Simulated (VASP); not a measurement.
Input of a VASP 6.6.1 run:

The input INCAR:

```
SYSTEM = Cd3Te2Se
ALGO = Normal
EDIFF = 1E-7
ENCUT = 520
GGA = PE
ISIF = 2
ISMEAR = 0
LASPH = .TRUE.
LCHARG = .TRUE.
LELF = .TRUE.
LREAL = .FALSE.
LVHAR = .TRUE.
LWAVE = .FALSE.
NBANDS = 36
NELM = 80
PREC = Accurate
SIGMA = 0.1
```

File KPOINTS:

```
k-points
0
G
  6 6 6
  0 0 0
```

File POSCAR:

```
Cd3Te2Se
1.0
   -2.2918492000      2.2918492000      9.6949650000
    2.2918492000     -2.2918492000      9.6949650000
    2.2918492000      2.2918492000     -9.6949650000
Cd Te Se
3 2 1
Direct
    0.8255770000      0.8255770000      0.0000000000
    0.5000000000      0.5000000000      0.0000000000
    0.1744230000      0.1744230000      0.0000000000
    0.4126650000      0.9126650000      0.5000000000
    0.0873350000      0.5873350000      0.5000000000
    0.7500000000      0.2500000000      0.5000000000
```

Potentials or basis: VASP PAW PBE potentials, release 64 (Cd, Te, Se).

Run with:

```bash
$ cat potpaw_PBE.64/Cd/POTCAR potpaw_PBE.64/Te/POTCAR potpaw_PBE.64/Se/POTCAR > POTCAR
$ mpirun -np 1 vasp_std > vasp.out
```

Task: What does it give for the largest force?

Result: 0.009 eV/Å.

Task: Predict the pressure.

Result: 0.2 GPa.

Forces on the atoms (eV/Å):
```
Cd   0.000  0.000  0.009
Cd   0.000  0.000  0.000
Cd   0.000  0.000 -0.009
Te   0.000  0.000  0.005
Te   0.000  0.000 -0.005
Se   0.000  0.000  0.000
```
